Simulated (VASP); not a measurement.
Runs of VASP 6.6.1 on WC4. The structure is that of space group Pm-3m (No. 221), or close to it. The cells are those of the table. 

| task | cell | k mesh | cutoff (eV) | gap on the mesh (eV) | pressure (GPa) | relaxed volume (Å³/atom) |
| --- | --- | --- | --- | --- | --- | --- |
| single point | a = 4.091 Å, 5 atoms | 4 × 4 × 4 | 520 | none | 0.1 | - |
| single point | a = 4.088 Å, 5 atoms | 10 × 10 × 10 | 520 | none | (b) | - |
| single point | a = 4.310 Å, 5 atoms | 4 × 4 × 4 | 520 | none | -18.3 | - |
| relaxation of cell and atoms | relaxed from a = 4.310 Å, 5 atoms | 4 × 4 × 4 | 600 | none | 0.0 | (a) |
| relaxation of cell and atoms | relaxed from a = 4.091 Å, 5 atoms | 10 × 10 × 10 | 600 | none | 0.0 | 13.67 |

Alike in all rows: level PBE; potentials or basis VASP PAW PBE potentials, release 64 (W_sv, C); no spin polarisation; smearing gaussian 0.1 eV.

Question: Fill in the values left out.

Answer: (a) 13.70; (b) 0.2.

Caveats: some runs use coarse meshes; spin-orbit coupling is left out, which moves the levels of the heavy elements.

A k mesh can miss the band edges, and the runs leave out spin-orbit coupling on W.

A gap of «none» marks levels without a gap at the run's occupations.
